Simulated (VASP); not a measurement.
# Si62C (a cell with a defect) in VASP: notebook, part 2 of 2

VASP 6.6.1.

**3. Relaxation of the atoms, PBEsol**

File INCAR:

```
SYSTEM = Si62C
PREC = Accurate
ENCUT = 520
EDIFF = 1E-6
ISMEAR = -1
SIGMA = 0.02
LREAL = Auto
LASPH = .True.
NELM = 80
ALGO = Normal
ISIF = 2
LWAVE = .False.
LCHARG = .False.
GGA = PS
IBRION = 2
NSW = 80
EDIFFG = -0.03
LUSENCCL = .False.
```

File KPOINTS:

```
Automatic mesh
0
Gamma
  1 1 1
  0 0 0
```

File POSCAR:

```
Si62C
1.0
   10.8600000000      0.0000000000      0.0000000000
    0.0000000000     10.8600000000      0.0000000000
    0.0000000000      0.0000000000     10.8600000000
Si C
62 1
Direct
    0.5000000000      0.0000000000      0.0000000000
    0.6250000000      0.1250000000      0.1250000000
    0.7500000000      0.2500000000      0.0000000000
    0.8750000000      0.3750000000      0.1250000000
    0.7500000000      0.0000000000      0.2500000000
    0.8750000000      0.1250000000      0.3750000000
    0.0000000000      0.0000000000      0.0000000000
    0.1250000000      0.1250000000      0.1250000000
    0.2500000000      0.2500000000      0.0000000000
    0.3750000000      0.3750000000      0.1250000000
    0.5000000000      0.5000000000      0.0000000000
    0.6250000000      0.6250000000      0.1250000000
    0.7500000000      0.7500000000      0.0000000000
    0.8750000000      0.8750000000      0.1250000000
    0.2500000000      0.0000000000      0.2500000000
    0.3750000000      0.1250000000      0.3750000000
    0.5000000000      0.2500000000      0.2500000000
    0.6250000000      0.3750000000      0.3750000000
    0.7500000000      0.5000000000      0.2500000000
    0.8750000000      0.6250000000      0.3750000000
    0.5000000000      0.0000000000      0.5000000000
    0.6250000000      0.1250000000      0.6250000000
    0.7500000000      0.2500000000      0.5000000000
    0.7500000000      0.0000000000      0.7500000000
    0.8750000000      0.1250000000      0.8750000000
    0.0000000000      0.5000000000      0.0000000000
    0.1250000000      0.6250000000      0.1250000000
    0.2500000000      0.7500000000      0.0000000000
    0.3750000000      0.8750000000      0.1250000000
    0.0000000000      0.2500000000      0.2500000000
    0.1250000000      0.3750000000      0.3750000000
    0.2500000000      0.5000000000      0.2500000000
    0.3750000000      0.6250000000      0.3750000000
    0.5000000000      0.7500000000      0.2500000000
    0.6250000000      0.8750000000      0.3750000000
    0.0000000000      0.0000000000      0.5000000000
    0.1250000000      0.1250000000      0.6250000000
    0.2500000000      0.2500000000      0.5000000000
    0.3750000000      0.3750000000      0.6250000000
    0.5000000000      0.5000000000      0.5000000000
    0.6250000000      0.6250000000      0.6250000000
    0.7500000000      0.7500000000      0.5000000000
    0.8750000000      0.8750000000      0.6250000000
    0.2500000000      0.0000000000      0.7500000000
    0.3750000000      0.1250000000      0.8750000000
    0.5000000000      0.2500000000      0.7500000000
    0.6250000000      0.3750000000      0.8750000000
    0.8750000000      0.6250000000      0.8750000000
    0.0000000000      0.7500000000      0.2500000000
    0.1250000000      0.8750000000      0.3750000000
    0.0000000000      0.5000000000      0.5000000000
    0.1250000000      0.6250000000      0.6250000000
    0.2500000000      0.7500000000      0.5000000000
    0.3750000000      0.8750000000      0.6250000000
    0.0000000000      0.2500000000      0.7500000000
    0.1250000000      0.3750000000      0.8750000000
    0.2500000000      0.5000000000      0.7500000000
    0.3750000000      0.6250000000      0.8750000000
    0.5000000000      0.7500000000      0.7500000000
    0.6250000000      0.8750000000      0.8750000000
    0.0000000000      0.7500000000      0.7500000000
    0.1250000000      0.8750000000      0.8750000000
    0.7500000000      0.5000000000      0.7500000000
```

Potentials or basis: VASP PAW PBE potentials, release 64 (Si, C).

Run with:

```bash
> cat potpaw_PBE.64/Si/POTCAR potpaw_PBE.64/C/POTCAR > POTCAR
> mpirun -np 1 vasp_gam > vasp.out
```

OUTCAR:

```text
SYSTEM = Si62C
   PREC = Accurate
   ENCUT = 520
   EDIFF = 1E-6
   ISMEAR = -1
   LREAL = Auto
   LASPH = .True.
   NELM = 80
   ISIF = 2
   GGA = PS
   IBRION = 2
   NSW = 80
   EDIFFG = -0.03

 ion  position               nearest neighbor table
   1  0.500  0.000  0.000-   2 2.35  29 2.35  45 2.35  60 2.35
   2  0.625  0.125  0.125-   1 2.35   3 2.35   5 2.35  17 2.35
   3  0.750  0.250  0.000-   2 2.35   4 2.35  25 2.35  47 2.35
   4  0.875  0.375  0.125-   3 2.35  19 2.35  26 2.35  30 2.35
   5  0.750  0.000  0.250-   2 2.35   6 2.35  14 2.35  35 2.35
   6  0.875  0.125  0.375-   5 2.35  23 2.35  30 2.35  36 2.35
[... 43 lines left out ...]
  50  0.125  0.875  0.375-  15 2.35  36 2.35  49 2.35  53 2.35
  51  0.000  0.500  0.500-  20 2.35  31 2.35  52 2.35
  52  0.125  0.625  0.625-  51 2.35  53 2.35  57 2.35  61 2.35
  53  0.250  0.750  0.500-  33 2.35  50 2.35  52 2.35  54 2.35
  54  0.375  0.875  0.625-  21 2.35  44 2.35  53 2.35  59 2.35
  55  0.000  0.250  0.750-  25 2.35  37 2.35  56 2.35
  56  0.125  0.375  0.875-   9 2.35  26 2.35  55 2.35  57 2.35
  57  0.250  0.500  0.750-  39 2.35  52 2.35  56 2.35  58 2.35
  58  0.375  0.625  0.875-  11 2.35  28 2.35  57 2.35  59 2.35
  59  0.500  0.750  0.750-  41 2.35  54 2.35  58 2.35  60 2.35
  60  0.625  0.875  0.875-   1 2.35  13 2.35  24 2.35  59 2.35
  61  0.000  0.750  0.750-  43 2.35  48 2.35  52 2.35  62 2.35
  62  0.125  0.875  0.875-   7 2.35  28 2.35  44 2.35  61 2.35
  63  0.750  0.500  0.750-  41 2.35  47 2.35  48 2.35

  LATTYP: Found a simple cubic cell.
 ALAT       =    10.8600000000

  Lattice vectors:

 A1 = (  10.8600000000,   0.0000000000,   0.0000000000)
 A2 = (   0.0000000000,  10.8600000000,   0.0000000000)
 A3 = (   0.0000000000,   0.0000000000,  10.8600000000)

Analysis of symmetry for initial positions (statically):
=====================================================================
 Subroutine PRICEL returns:
 Original cell was already a primitive cell.

[... 261 lines left out ...]

 number of electron     251.9999969 magnetization

 Free energy of the ion-electron system (eV)
  ---------------------------------------------------
  ext. energy  EPLUGINS =         0.00000000
  ---------------------------------------------------
  free energy    TOTEN  =      -352.44340465 eV

  energy without entropy =     -352.42918488  energy(sigma->0) =     -352.43629477

------------------------ aborting loop because EDIFF is reached ----------------------------------------

  FORCE on cell =-STRESS in cart. coord.  units (eV):
  Direction    XX          YY          ZZ          XY          YZ          ZX
  --------------------------------------------------------------------------------------
  -------------------------------------------------------------------------------------
  Total       -2.1743592     -2.1743592     -2.1743592     -3.1880497      3.1880497     -3.1880497
  in kB       -2.7198966     -2.7198966     -2.7198966     -3.9879177      3.9879177     -3.9879177
  external PRESSURE =      -2.7198966 kB  Pullay stress =       0.0000000 kB
[... 272 lines left out ...]
  FREE ENERGIE OF THE ION-ELECTRON SYSTEM (eV)
  ---------------------------------------------------
  free  energy   TOTEN  =      -354.0784553189 eV

  energy  without entropy=     -354.0747840865  energy(sigma->0) =     -354.07661970

[... ionic steps 4 to 23 ...]

--------------------------------------- Ionic step       24  -------------------------------------------

 number of electron     251.9999988 magnetization

------------------------ aborting loop because EDIFF is reached ----------------------------------------
[... 189 lines left out ...]
--------------------------------------- Ionic step       26  -------------------------------------------

 number of electron     251.9999987 magnetization

 Free energy of the ion-electron system (eV)
  ---------------------------------------------------
  ext. energy  EPLUGINS =         0.00000000
  ---------------------------------------------------
  free energy    TOTEN  =      -355.29299658 eV

  energy without entropy =     -355.29214541  energy(sigma->0) =     -355.29257099

 E-fermi :   5.9643     XC(G=0):  -9.4516

 val. band max:        5.8318919391   @ k =   0.0000   0.0000   0.0000
 cond. band min:       6.1107822546   @ k =   0.0000   0.0000   0.0000
 fundamental gap:      0.2788903154
 Fermi energy:         5.9643079988

 k-point     1 :       0.0000    0.0000    0.0000
  band No.  band energies     occupation
      1      -6.6923      2.00000
      2      -6.1199      2.00000
      3      -5.2650      2.00000
      4      -5.2650      2.00000
      5      -5.2473      2.00000
      6      -5.2473      2.00000
[... 130 lines left out ...]
    137       6.6506      0.00000
    138       6.8115      0.00000
 [bands above 138 left out]

------------------------ aborting loop because EDIFF is reached ----------------------------------------

  FORCE on cell =-STRESS in cart. coord.  units (eV):
  Direction    XX          YY          ZZ          XY          YZ          ZX
  --------------------------------------------------------------------------------------
  -------------------------------------------------------------------------------------
  Total       -7.1038530     -7.1038530     -7.1038530     -8.4172040      8.4172040     -8.4172040
  in kB       -8.8861794     -8.8861794     -8.8861794    -10.5290444     10.5290444    -10.5290444
  external PRESSURE =      -8.8861794 kB  Pullay stress =       0.0000000 kB
[... 78 lines left out ...]
  FREE ENERGIE OF THE ION-ELECTRON SYSTEM (eV)
  ---------------------------------------------------
  free  energy   TOTEN  =      -355.2929965770 eV

  energy  without entropy=     -355.2921454079  energy(sigma->0) =     -355.29257099

 reached required accuracy - stopping structural energy minimisation
```

Run time: 15 min. Hardware: 1 × NVIDIA H100 80GB with 1 thread of AMD EPYC 7R13 (Zen 3), shared host; peak memory 1.7 GiB.

What came out:

| Property | Result |
| --- | --- |
| Free energy | -355.2930 eV |
| Energy gained by relaxing | 45.2 meV/atom |
| Ionic steps | 26 |
| Pressure after relaxing | -0.9 GPa |
| Largest force after relaxing | 0.029 eV/Å |

Forces in eV/Å, atoms in the order of the input:
```
Si  -0.008 -0.010  0.008
Si   0.000  0.003 -0.006
Si   0.000 -0.002  0.011
Si   0.007 -0.007  0.004
Si  -0.003 -0.008 -0.008
Si  -0.008 -0.006 -0.006
Si   0.005  0.008  0.011
Si  -0.003  0.003 -0.009
Si  -0.008 -0.005  0.011
Si   0.003  0.008 -0.003
Si  -0.004 -0.001  0.004
Si   0.000  0.000  0.006
Si   0.001  0.004  0.004
Si  -0.008 -0.003 -0.003
Si   0.006 -0.006 -0.006
Si   0.009  0.003  0.003
Si  -0.011 -0.005  0.008
Si   0.022 -0.018  0.005
Si  -0.005  0.005 -0.002
Si   0.018 -0.022  0.005
Si  -0.011  0.008 -0.005
Si   0.022  0.005 -0.018
Si   0.011  0.014  0.014
Si  -0.005 -0.002  0.005
Si   0.018  0.005 -0.022
Si   0.002  0.000  0.011
Si  -0.003  0.000 -0.006
Si   0.010  0.008  0.008
Si   0.011 -0.011 -0.011
Si  -0.010  0.010  0.013
Si   0.006  0.008 -0.006
Si   0.008  0.003 -0.008
Si   0.006  0.000  0.003
Si  -0.008  0.008 -0.010
Si   0.000 -0.006  0.003
Si  -0.010  0.013  0.010
Si   0.006 -0.006  0.008
Si  -0.013  0.010  0.010
Si  -0.004 -0.007 -0.007
Si  -0.011  0.000 -0.002
Si  -0.005  0.005 -0.016
Si   0.000  0.011 -0.002
Si   0.007  0.004 -0.007
Si   0.008 -0.008  0.003
Si   0.006  0.003  0.000
Si  -0.011 -0.002  0.000
Si  -0.005 -0.016  0.005
Si   0.016  0.005  0.005
Si   0.005  0.011  0.008
Si  -0.003 -0.009  0.003
Si  -0.014 -0.011  0.014
Si  -0.005 -0.022 -0.018
Si  -0.008  0.011 -0.005
Si   0.003 -0.003  0.008
Si  -0.014  0.014 -0.011
Si  -0.005 -0.018 -0.022
Si   0.002  0.005  0.005
Si  -0.006  0.000  0.000
Si  -0.004  0.004 -0.001
Si   0.000  0.006  0.000
Si   0.002  0.011  0.000
Si  -0.003 -0.006  0.000
C   -0.006  0.006  0.006
```

The path:
```tsv
step	energy change (eV)	largest force (eV/Å)	pressure (GPa)
1	0.0000	2.0997	-0.27
2	-0.8234	1.8938	-0.52
3	-1.6351	1.0970	-0.49
4	-1.7503	1.7181	-0.69
5	-1.8223	1.5506	-0.66
6	-2.2434	0.8627	-0.63
7	-2.2597	1.2490	-0.61
8	-2.5266	0.5995	-0.70
9	-2.5886	0.6776	-0.75
10	-2.6462	0.6248	-0.76
11	-2.6905	0.5422	-0.76
12	-2.7361	0.3557	-0.74
13	-2.7567	0.3715	-0.72
14	-2.7857	0.2307	-0.73
15	-2.7977	0.1876	-0.74
16	-2.8169	0.1173	-0.75
17	-2.8201	0.1299	-0.75
18	-2.8306	0.1173	-0.76
19	-2.8328	0.1113	-0.77
20	-2.8401	0.0557	-0.79
21	-2.8408	0.0620	-0.80
22	-2.8446	0.0542	-0.82
23	-2.8449	0.0565	-0.83
24	-2.8478	0.0369	-0.86
25	-2.8482	0.0406	-0.87
26	-2.8496	0.0288	-0.89
```

Final structure:
```
Si C
1.0
    10.86000    0.00000    0.00000
     0.00000   10.86000    0.00000
     0.00000    0.00000   10.86000
Si C
62 1
Direct
  0.50005 0.00171 0.99995
  0.62848 0.12968 0.11952
  0.75066 0.25997 0.99063
  0.87416 0.37584 0.12492
  0.74826 0.00116 0.25116
  0.88082 0.12377 0.37377
  0.00025 0.99936 0.99547
  0.12679 0.12321 0.11956
  0.25064 0.24975 0.99547
  0.37392 0.37601 0.12608
  0.50035 0.50067 0.99965
  0.62335 0.62665 0.12547
  0.74933 0.74965 0.99965
  0.87399 0.87608 0.12608
  0.24978 0.00022 0.25022
  0.38044 0.12321 0.37321
  0.50453 0.24975 0.24936
  0.63083 0.37497 0.38125
  0.74930 0.50070 0.25139
  0.87503 0.61917 0.38125
  0.50453 0.99936 0.49975
  0.63083 0.13125 0.62497
  0.76561 0.25171 0.50171
  0.74930 0.00139 0.75070
  0.87503 0.13125 0.86917
  0.99003 0.49934 0.99063
  0.12032 0.62152 0.11952
  0.24829 0.74995 0.99995
  0.37403 0.87597 0.12597
  0.00228 0.24772 0.24403
  0.12623 0.36918 0.37377
  0.24884 0.50174 0.25116
  0.38048 0.62152 0.37968
  0.50005 0.74995 0.25171
  0.62848 0.86952 0.37968
  0.00228 0.99403 0.49772
  0.12623 0.12377 0.61918
  0.25597 0.24772 0.49772
  0.37508 0.37584 0.62584
  0.50937 0.49934 0.50997
  0.63679 0.61321 0.65202
  0.75066 0.74063 0.50997
  0.87416 0.87492 0.62584
  0.24884 0.00116 0.75174
  0.38048 0.12968 0.87152
  0.50937 0.25997 0.74934
  0.63679 0.40202 0.86321
  0.84798 0.61321 0.86321
  0.00025 0.74547 0.24936
  0.12679 0.86956 0.37321
  0.99829 0.48439 0.50171
  0.11875 0.61917 0.62497
  0.25064 0.74547 0.49975
  0.37392 0.87608 0.62601
  0.99829 0.25171 0.73439
  0.11875 0.37497 0.86917
  0.24861 0.50070 0.75070
  0.37453 0.62665 0.87665
  0.50035 0.74965 0.75067
  0.62335 0.87547 0.87665
  0.99003 0.74063 0.74934
  0.12032 0.86952 0.87152
  0.71290 0.53710 0.78710
```

Caveat: the k points lie up to 0.58 Å⁻¹ apart; the PAW data sets were made with another functional, which shifts forces and pressure a little.
